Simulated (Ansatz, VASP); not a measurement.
Two plane-wave programs on ZrB

The input INCAR:

```
  ALGO = Normal
  EDIFF = 1E-6
  ENCUT = 520
  GGA = PS
  ISIF = 2
  ISMEAR = 0
  LASPH = True
  LCHARG = True
  LELF = True
  LREAL = False
  LVHAR = True
  LWAVE = False
  NBANDS = 14
  NELM = 80
  PREC = Accurate
  SIGMA = 0.05
```

Contents of KPOINTS:

```
k-points
0
Gamma
  12 12 12
```

POSCAR

```
ZrB
1.0
    0.0000000000      2.4521217160      2.4521217160
    2.4521217160      0.0000000000      2.4521217160
    2.4521217160      2.4521217160      0.0000000000
Zr B
1 1
Direct
    0.5000000000      0.5000000000      0.5000000000
    0.0000000000      0.0000000000      0.0000000000
```

Input for Ansatz:

```yaml
crystal:
  lattice:
    - [0.0, 2.452121716, 2.452121716]
    - [2.452121716, 0.0, 2.452121716]
    - [2.452121716, 2.452121716, 0.0]
  atoms:
    - { symbol: Zr, position: [0.5, 0.5, 0.5] }
    - { symbol: B, position: [0.0, 0.0, 0.0] }
basis:
  ecutwfc: 420
  ecutrho_ratio: 4
kpoints:
  mp_grid: { grid: [12, 12, 12] }
hamiltonian:
  xc: pbesol
scf:
  occupations: { method: gaussian, width: 0.05 }
output:
  forces: true
  stress: true
  eigenvalues: true
  populations: true
```

Alike in both runs: task single point; functional PBEsol; k mesh 12 × 12 × 12; occupations gaussian, width 0.05 eV; no spin polarisation.

```csv
,VASP,Ansatz
version,VASP 6.6.1,Ansatz 0.2.0
potentials or method,"VASP PAW PBE potentials, release 64 (Zr_sv, B), cutoff 520 eV","scalar-relativistic, plane waves, PAW"
valence electrons in the cell,15,15
```

```csv
,VASP,Ansatz,Ansatz less VASP
gap on the k mesh at the Fermi level (eV),none,none,-
pressure (GPa),-3.9,-4.1,-0.20
```

VASP's potentials were made for PBE, not for PBEsol. A gap of «none» marks a metal or a gap that the smearing closes.
